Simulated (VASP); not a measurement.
# Sr (Fm-3m) in VASP: a series of runs

Runs on Sr. Level: LDA. Tasks: single point.

All numbers are computed with VASP 6.6.1; they aren't measurements. Logs are shortened: lines on timing, memory, paths and dates and some standing lists are left out, and cuts for length are marked.

**1. The cell of the first run**

The structure is cubic, space group Fm-3m (No. 225). Conventional cell: a = 5.806 Å, b = 5.806 Å, c = 5.806 Å, α = 90.00°, β = 90.00°, γ = 90.00°. Sr (site symmetry m-3m) has 12 Sr at 4.11 Å within 5.4 Å.

**2. Single point, LDA**

INCAR

```
SYSTEM = Sr
  PREC = Accurate
  ENCUT = 500
  EDIFF = 1E-6
  ISMEAR = 1
  SIGMA = 0.1
  LREAL = .False.
  LASPH = .True.
  NELM = 120
  ALGO = Normal
  ISIF = 2
  LWAVE = .False.
  LCHARG = .False.
  NBANDS = 11
  GGA_COMPAT = .False.
```

KPOINTS

```
Automatic mesh
0
Gamma
  9 9 9
  0 0 0
```

POSCAR

```
Sr
1.0
    0.0000000000      2.9028949114      2.9028949114
    2.9028949114      0.0000000000      2.9028949114
    2.9028949114      2.9028949114      0.0000000000
Sr
1
Direct
    0.0000000000      0.0000000000      0.0000000000
```

Potentials or basis: VASP PAW LDA potentials, release 64 (Sr_sv).

Run with:

```bash
cat potpaw_LDA.64/Sr_sv/POTCAR > POTCAR
mpirun -np 1 vasp_std > vasp.out
```

OUTCAR:

```text
SYSTEM = Sr
   PREC = Accurate
   ENCUT = 500
   EDIFF = 1E-6
   ISMEAR = 1
   LREAL = .False.
   LASPH = .True.
   NELM = 120
   ISIF = 2

 ion  position               nearest neighbor table
   1  0.000  0.000  0.000-

  LATTYP: Found a face centered cubic cell.
 ALAT       =     5.8057898228

  Lattice vectors:

 A1 = (   0.0000000000,   2.9028949114,   2.9028949114)
 A2 = (   2.9028949114,   0.0000000000,   2.9028949114)
 A3 = (   2.9028949114,   2.9028949114,   0.0000000000)

Analysis of symmetry for initial positions (statically):
=====================================================================
 Subroutine PRICEL returns:
 Original cell was already a primitive cell.

 Routine SETGRP: Setting up the symmetry group for a
 face centered cubic supercell.

 Subroutine GETGRP returns: Found 48 space group operations
 (whereof 48 operations were pure point group operations)
 out of a pool of 48 trial point group operations.

The static configuration has the point symmetry O_h .

Analysis of symmetry for dynamics (positions and initial velocities):
=====================================================================
 Subroutine PRICEL returns:
 Original cell was already a primitive cell.

 Routine SETGRP: Setting up the symmetry group for a
 face centered cubic supercell.

 Subroutine GETGRP returns: Found 48 space group operations
 (whereof 48 operations were pure point group operations)
 out of a pool of 48 trial point group operations.

The dynamic configuration has the point symmetry O_h .

 Subroutine INISYM returns: Found 48 space group operations
 (whereof 48 operations are pure point group operations),
 and found     1 'primitive' translations

----------------------------------------------------------------------------------------

                                     Primitive cell

  volume of cell :      48.9242

  direct lattice vectors                    reciprocal lattice vectors
     0.000000000  2.902894911  2.902894911    -0.172241853  0.172241853  0.172241853
     2.902894911  0.000000000  2.902894911     0.172241853 -0.172241853  0.172241853
     2.902894911  2.902894911  0.000000000     0.172241853  0.172241853 -0.172241853

  length of vectors
     4.105313354  4.105313354  4.105313354     0.298331641  0.298331641  0.298331641

  position of ions in fractional coordinates (direct lattice)
     0.000000000  0.000000000  0.000000000

  ion indices of the primitive-cell ions
   primitive index   ion index
                 1           1

----------------------------------------------------------------------------------------

 KPOINTS: Automatic mesh

Automatic generation of k-mesh.
 Grid dimensions read from file:
 generate k-points for:    9    9    9

 Generating k-lattice:

  Cartesian coordinates                     Fractional coordinates (reciprocal lattice)
    -0.019137984  0.019137984  0.019137984     0.111111111  0.000000000  0.000000000
     0.019137984 -0.019137984  0.019137984     0.000000000  0.111111111  0.000000000
     0.019137984  0.019137984 -0.019137984     0.000000000  0.000000000  0.111111111

  Length of vectors
     0.033147960  0.033147960  0.033147960

  Shift w.r.t. Gamma in fractional coordinates (k-lattice)
     0.000000000  0.000000000  0.000000000

 Subroutine IBZKPT returns following result:
 ===========================================

 Found     35 irreducible k-points:

 Following reciprocal coordinates:
            Coordinates               Weight
  0.000000  0.000000  0.000000      1.000000
  0.111111  0.000000  0.000000      8.000000
  0.222222  0.000000  0.000000      8.000000
  0.333333  0.000000  0.000000      8.000000
  0.444444  0.000000  0.000000      8.000000
  0.111111  0.111111  0.000000      6.000000
[... 16 lines left out ...]
 -0.333333  0.333333  0.000000     12.000000
  0.444444  0.444444  0.000000      6.000000
 [... further k-points ...]
   k-points           NKPTS =     35   k-points in BZ     NKDIM =     35   number of bands    NBANDS=     11
   number of dos      NEDOS =    301   number of ions     NIONS =      1
   total plane-waves  NPLWV =  27000
   dimension x,y,z NGX =    30 NGY =   30 NGZ =   30
   dimension x,y,z NGXF=    60 NGYF=   60 NGZF=   60
   ions per type =               1
   NGX,Y,Z   is equivalent  to a cutoff of  12.15, 12.15, 12.15 a.u.
   NGXF,Y,Z  is equivalent  to a cutoff of  24.30, 24.30, 24.30 a.u.
 SYSTEM =  Sr
   PREC   = accura    normal or accurate (medium, high low for compatibility)
   ISTART =      0    job   : 0-new  1-cont  2-samecut
   ICHARG =      2    charge: 1-file 2-atom 10-const
   ISPIN  =      1    spin polarized calculation?
   LNONCOLLINEAR =      F non collinear calculations
   LSORBIT =      F    spin-orbit coupling
   LASPH  =      T    aspherical Exc in radial PAW
   ENCUT  =  500.0 eV  36.75 Ry    6.06 a.u.   7.48  7.48  7.48*2*pi/ulx,y,z
   NELM   =    120;   NELMIN=  2; NELMDL= -5     # of ELM steps
   EDIFF  = 0.1E-05   stopping-criterion for ELM
   LREAL  =      F    real-space projection
   EDIFFG = 0.1E-04   stopping-criterion for IOM
   NSW    =      0    number of steps for IOM
   IBRION =     -1    ionic relax: 0-MD 1-quasi-New 2-CG
   NFREE  =      0    steps in history (QN), initial steepest desc. (CG)
   ISIF   =      2    stress and relaxation
   ISYM   =      2    0-nonsym 1-usesym 2-fastsym
   POTIM  = 0.5000    time-step for ionic-motion
   TEBEG  =    0.0;   TEEND  =   0.0 temperature during run
   PSTRESS=    0.0 pullay stress
   NELECT =      10.0000    total number of electrons
   NUPDOWN=      -1.0000    fix difference up-down
   EMIN   =  10.00;   EMAX   =-10.00  energy-range for DOS
   EFERMI =   0.00;   METHOD = LEGACY
   ISMEAR =     1;   SIGMA  =   0.10  broadening in eV -4-tet -1-fermi 0-gaus
   EFERMI_NEDOS =   21; number of points for ismear=-14 and -15
   IALGO  =     38    algorithm
   IMIX   =      4    mixing-type and parameters
     AMIX     =   0.40;   BMIX     =  1.00
     AMIX_MAG =   1.60;   BMIX_MAG =  1.00
  volume/ion in A,a.u.               =      48.92       330.16
  Fermi-wavevector in a.u.,A,eV,Ry     =   0.964347  1.822352 12.652955  0.929966
  Thomas-Fermi vector in A             =   2.093971
   LORBIT       =      0    0 simple, 1 ext, 2 COOP (PROOUT), +10 PAW based schemes
   GGA     = CA    functional components
   LHFCALC =     F    Hartree Fock is set to
   AEXX    =    0.0000 exact exchange contribution
   IVDW    =     0    specifies the selected vdW correction
   LEPSILON=     F    determine dielectric tensor
   LRPA    =     F    only Hartree local field effects (RPA)
 non-spin polarized calculation
 Methfessel and Paxton  Order N= 1 SIGMA  =   0.10
  energy-cutoff  :      500.00
  volume of cell :       48.92
 maximum number of plane-waves:      1261
 NGX is ok and might be reduce to    30
   NGX = 15   NGY = 15   NGZ = 15

 number of electron      10.0000000 magnetization

 Free energy of the ion-electron system (eV)
  ---------------------------------------------------
  ext. energy  EPLUGINS =         0.00000000
  ---------------------------------------------------
  free energy    TOTEN  =        -1.89390757 eV

  energy without entropy =       -1.89620575  energy(sigma->0) =       -1.89467363

 E-fermi :   1.8572     XC(G=0):  -7.9321

 val. band max:        1.7655877881   @ k =  -0.3333   0.3333   0.1111
 cond. band min:       1.9463655800   @ k =  -0.4444   0.2222   0.0000
 fundamental gap:      0.1807777919
 Fermi energy:         1.8572415026

 k-point     1 :       0.0000    0.0000    0.0000
  band No.  band energies     occupation
      1     -34.4033      2.00000
      2     -16.3582      2.00000
      3     -16.3582      2.00000
      4     -16.3582      2.00000
      5      -2.0018      2.00000
      6       4.1990      0.00000
      7       4.1990      0.00000
      8       4.1990      0.00000
      9       5.8526      0.00000
     10       5.8526      0.00000
     11       9.3666      0.00000

 k-point     2 :       0.1111    0.0000    0.0000
  band No.  band energies     occupation
      1     -34.4004      2.00000
      2     -16.3951      2.00000
      3     -16.3630      2.00000
      4     -16.3630      2.00000
      5      -1.7786      2.00000
      6       3.8865      0.00000
      7       4.2999      0.00000
      8       4.2999      0.00000
      9       5.7240      0.00000
     10       5.7240      0.00000
     11       9.8976      0.00000

 k-point     3 :       0.2222    0.0000    0.0000
  band No.  band energies     occupation
      1     -34.3930      2.00000
      2     -16.4868      2.00000
      3     -16.3750      2.00000
      4     -16.3750      2.00000
      5      -1.1569      2.00000
      6       3.2545     -0.00000
      7       4.3980      0.00000
      8       4.3980      0.00000
      9       5.7082      0.00000
     10       5.7082      0.00000
     11       9.4118      0.00000

 k-point     4 :       0.3333    0.0000    0.0000
  band No.  band energies     occupation
      1     -34.3846      2.00000
      2     -16.5883      2.00000
      3     -16.3887      2.00000
      4     -16.3887      2.00000
      5      -0.2944      2.00000
      6       2.6507     -0.00000
      7       4.2266      0.00000
      8       4.2266      0.00000
      9       6.2515      0.00000
     10       6.2515      0.00000
     11       8.5697      0.00000

 k-point     5 :       0.4444    0.0000    0.0000
  band No.  band energies     occupation
      1     -34.3790      2.00000
      2     -16.6530      2.00000
      3     -16.3976      2.00000
      4     -16.3976      2.00000
      5       0.4650      2.00000
      6       2.2134     -0.00001
      7       4.0550      0.00000
      8       4.0550      0.00000
      9       6.9247      0.00000
     10       6.9247      0.00000
     11       8.1173      0.00000
[... 211 lines left out ...]
 k-point    21 :       0.4444    0.3333    0.0000
  band No.  band energies     occupation
      1     -34.3737      2.00000
      2     -16.6090      2.00000
      3     -16.4660      2.00000
      4     -16.4506      2.00000
      5       0.7875      2.00000
      6       2.2148     -0.00001
      7       3.0998     -0.00000
      8       5.7729      0.00000
      9       6.3298      0.00000
     10       7.1273      0.00000
     11       8.3102      0.00000

 k-point    22 :      -0.4444    0.3333    0.0000
  band No.  band energies     occupation
      1     -34.3713      2.00000
      2     -16.6059      2.00000
      3     -16.5113      2.00000
      4     -16.4465      2.00000
      5       1.4299      2.00000
      6       2.0704     -0.01023
      7       2.9233     -0.00000
      8       5.4759      0.00000
      9       6.3556      0.00000
     10       7.0459      0.00000
     11       7.9331      0.00000

 k-point    23 :      -0.3333    0.3333    0.0000
  band No.  band energies     occupation
      1     -34.3721      2.00000
      2     -16.5626      2.00000
      3     -16.5604      2.00000
      4     -16.4299      2.00000
      5       1.6900      2.03952
      6       2.0733     -0.00920
      7       2.7180     -0.00000
      8       5.0937      0.00000
      9       6.2678      0.00000
     10       6.4473      0.00000
     11       9.0687      0.00000

 k-point    24 :       0.4444    0.4444    0.0000
  band No.  band energies     occupation
      1     -34.3711      2.00000
      2     -16.6350      2.00000
      3     -16.4641      2.00000
      4     -16.4641      2.00000
      5       0.9456      2.00000
      6       2.0565     -0.01636
      7       3.1844     -0.00000
      8       6.8265      0.00000
      9       6.8265      0.00000
     10       7.0144      0.00000
     11       8.3760      0.00000

 [... further k-points ...]

------------------------ aborting loop because EDIFF is reached ----------------------------------------

  FORCE on cell =-STRESS in cart. coord.  units (eV):
  Direction    XX          YY          ZZ          XY          YZ          ZX
  --------------------------------------------------------------------------------------
  -------------------------------------------------------------------------------------
  Total       -0.0141232     -0.0141232     -0.0141232     -0.0000000     -0.0000000      0.0000000
  in kB       -0.4625070     -0.4625070     -0.4625070     -0.0000000     -0.0000000      0.0000000
  external PRESSURE =      -0.4625070 kB  Pullay stress =       0.0000000 kB

 VOLUME and BASIS-vectors are now :
 -----------------------------------------------------------------------------
  energy-cutoff  :      500.00
  volume of cell :       48.92
      direct lattice vectors                 reciprocal lattice vectors
     0.000000000  2.902894911  2.902894911    -0.172241853  0.172241853  0.172241853
     2.902894911  0.000000000  2.902894911     0.172241853 -0.172241853  0.172241853
     2.902894911  2.902894911  0.000000000     0.172241853  0.172241853 -0.172241853

 POSITION                                       TOTAL-FORCE (eV/Angst)
 -----------------------------------------------------------------------------------
      0.00000      0.00000      0.00000         0.000000      0.000000     -0.000000
 -----------------------------------------------------------------------------------
    total drift:                               -0.000000     -0.000000      0.000000

  FREE ENERGIE OF THE ION-ELECTRON SYSTEM (eV)
  ---------------------------------------------------
  free  energy   TOTEN  =        -1.8939075735 eV

  energy  without entropy=       -1.8962057549  energy(sigma->0) =       -1.89467363
```

It took 23 s on 1 thread of Intel Xeon 8259CL, shared host; peak memory 0.15 GiB.

What came out:

```
Free energy            : -1.8939 eV
Pressure               : 0.0 GPa
Band gap on the k mesh : 0.18 eV, indirect (least direct gap 0.19 eV)
```

Levels at points of the mesh, in eV from the valence-band top:
| k point | band 1 | band 2 | band 3 | band 4 | band 5 | band 6 | band 7 | band 8 | band 9 | band 10 |
| --- | --- | --- | --- | --- | --- | --- | --- | --- | --- | --- |
| (0.00, 0.00, 0.00) | -36.17 | -18.12 | -18.12 | -18.12 | -3.77 | 2.43 | 2.43 | 2.43 | 4.09 | 4.09 |

A k mesh can miss the band edges.

**3. Single point, LDA**

INCAR

```
PREC = Accurate ; ENCUT = 500
EDIFF = 1E-6 ; ISMEAR = 1
SIGMA = 0.2 ; LREAL = False
LASPH = True ; NELM = 120
ALGO = Normal ; ISIF = 2
LWAVE = False ; LCHARG = True
GGA = CA ; LELF = True
LVHAR = True ; NBANDS = 11
GGA_COMPAT = False
```

KPOINTS

```
regular mesh
0
Gamma
  9 9 9
```

POSCAR is that of step 2.

Potentials or basis: VASP PAW LDA potentials, release 64 (Sr_sv).

Run with:

```bash
cat potpaw_LDA.64/Sr_sv/POTCAR > POTCAR
mpirun -np 1 vasp_std > vasp.out
```

Wall time 26 s (1 thread of Intel Xeon 8259CL, shared host); peak memory 0.15 GiB.

The run converged. Its results:

```yaml
Free_energy: -1.8919 eV
Pressure: -0.1 GPa
Band_gap_on_the_k_mesh: 0.18 eV, indirect (least direct gap 0.19 eV)
```

Levels at points of the mesh, in eV from the valence-band top:
```
           k point  band 1  band 2  band 3  band 4  band 5  band 6  band 7  band 8  band 9  band 10
(0.00, 0.00, 0.00)  -36.17  -18.13  -18.13  -18.13   -3.77    2.43    2.43    2.43    4.09     4.09
```

A k mesh can miss the band edges.

(Part 1 of 2 ends here.)
